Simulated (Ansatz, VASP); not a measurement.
Two plane-wave programs on SiC

```
Si C
1.0
     0.00000    2.18986    2.18986
     2.18986    0.00000    2.18986
     2.18986    2.18986    0.00000
Si C
1 1
Direct
  0.00000 0.00000 0.00000
  0.75000 0.75000 0.75000
```

Alike in both runs: functional PBE; k mesh 12 × 12 × 12; occupations gaussian, width 0.02 eV; no spin polarisation.

Ansatz relaxed the structure, and its values are those at the end. VASP's run is a single point on that final structure, the one shown.

|  | VASP | Ansatz |
| --- | --- | --- |
| version | VASP 6.6.1 | Ansatz 0.2.0 |
| potentials or method | VASP PAW PBE potentials, release 64 (Si, C), cutoff 600 eV | scalar-relativistic, plane waves, PAW |
| valence electrons in the cell | 8 | 8 |

VASP gave:

* gap on the k mesh at the Fermi level (eV): 1.37
* least direct gap on the mesh (eV): 4.53
* pressure (GPa): -0.2

Task: What did Ansatz give for the same quantities?

Result: gap on the k mesh at the Fermi level (eV): 1.37; least direct gap on the mesh (eV): 4.53; pressure (GPa): 0.0.
